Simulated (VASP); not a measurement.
The system is SnTe.

```xyz
2
Lattice="0.0000 3.1717 3.1717 3.1717 0.0000 3.1717 3.1717 3.1717 0.0000" Properties=species:S:1:pos:R:3 pbc="T T T"
Te    3.1717    3.1717    3.1717
Sn    0.0000    0.0000    0.0000
```

Base run:

| Quantity | Value |
| --- | --- |
| Program | VASP 6.6.1 |
| Functional | RPBE |
| Dispersion | D4 |
| Potentials or basis | VASP PAW PBE potentials, release 64 (Te, Sn_d) |
| Cutoff | 520 eV |
| k mesh | 7 × 7 × 7 |
| Occupations | fermi-dirac, width 0.05 eV |
| Spin | no spin polarisation |

Its results: pressure -1.5 GPa.

Problem. The run is repeated on the same cell with these changes: functional from RPBE to BLYP. What comes out?

Solution. Pressure 1.0 GPa.

Caveats: the PAW data sets were made with another functional, which shifts forces and pressure a little.
